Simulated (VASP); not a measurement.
**NaH: single point with PBE**

Crystal: NaH.

```
CELL_PARAMETERS angstrom
3.31916 0.00000 0.00000
-1.65958 2.87448 0.00000
0.00000 0.00000 5.83095
ATOMIC_POSITIONS crystal
Na 0.00000 0.00000 0.00000
Na 0.00000 0.00000 0.50000
H 0.33333 0.66667 0.25000
H 0.66667 0.33333 0.75000
```

| Property | Result |
| --- | --- |
| Program | VASP 6.6.1 |
| Task | single point |
| Functional | PBE |
| Potentials or basis | VASP PAW PBE potentials, release 64 (Na_pv, H) |
| Cutoff | 520 eV |
| k mesh | 9 × 9 × 4 |
| Occupations | gaussian, width 0.01 eV |
| Spin | no spin polarisation |

| Quantity | Value |
| --- | --- |
| Pressure | 0.6 GPa |
| Band gap on the k mesh | 3.42 eV (least direct gap 4.57 eV) |

Stress tensor (GPa, compression positive):
```
0.48 0.00 0.00
0.00 0.48 0.00
0.00 0.00 0.70
```

Levels at points of the mesh, in eV from the valence-band top:
```tsv
k point	band 4	band 5	band 6	band 7	band 8	band 9	band 10	band 11	band 12	band 13
(0.00, 0.00, 0.00)	-22.20	-22.20	-22.18	-3.63	-1.14	3.42	10.45	11.47	13.91	14.05
(0.00, 0.00, 0.50)	-22.21	-22.21	-22.21	-2.69	-2.69	6.65	6.65	12.06	12.06	15.08
```

It took 32 s on 1 thread of Intel(R) Xeon(R) Platinum 8259CL CPU @ 2.50GHz (Skylake/Cascade Lake), on a shared host, peak memory 0.18 GiB.

Caveat: an odd mesh through Γ misses points on the zone boundary, where band edges can lie.
